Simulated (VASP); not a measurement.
The system is CaCo.

```xyz
2
Lattice="0.0000 2.7746 2.7746 2.7746 0.0000 2.7746 2.7746 2.7746 0.0000" Properties=species:S:1:pos:R:3 pbc="T T T"
Ca    0.0000    0.0000    0.0000
Co    4.1619    4.1619    4.1619
```

| Quantity | Value |
| --- | --- |
| Program | VASP 6.6.1 |
| Task | relaxation of cell and atoms |
| Functional | PBE |
| Potentials or basis | VASP PAW PBE potentials, release 64 (Ca_sv, Co) |
| Cutoff | 600 eV |
| k mesh | 6 × 6 × 6 |
| Occupations | gaussian, width 0.1 eV |
| Spin | collinear spin, ferromagnetic start |
| Starting moments | [0.0, 1.03] μB |

At the start: pressure 13.3 GPa; volume 21.36 Å³/atom.

How do energy, volume and symmetry change on relaxing?

Over 3 steps the energy falls by 370.2 meV/atom and the volume is 32.19 Å³/atom (+50.7 %); space group F-43m (No. 216, to 0.05 Å); moment 1.07 μB per cell.

The path:
```
step  energy change (eV)  largest force (eV/Å)  pressure (GPa)  volume (Å³)
   1              0.0000                0.0000           13.33        42.72
   2             -0.6349                0.0000            4.14        54.67
   3             -0.7403                0.0000           -0.16        64.37
```

Final structure:
```cif
data_structure
_symmetry_space_group_name_H-M 'P 1'
_symmetry_Int_Tables_number 1
_cell_length_a 4.4985
_cell_length_b 4.4985
_cell_length_c 4.4985
_cell_angle_alpha 60.000
_cell_angle_beta 60.000
_cell_angle_gamma 60.000
_cell_volume 64.37
loop_
_atom_site_label
_atom_site_type_symbol
_atom_site_fract_x
_atom_site_fract_y
_atom_site_fract_z
_atom_site_occupancy
Ca1 Ca 0.00000 0.00000 0.00000 1
Co1 Co 0.75000 0.75000 0.75000 1
```

Caveat: the volume moved by over 15 % at a fixed basis, so the end points are rough.
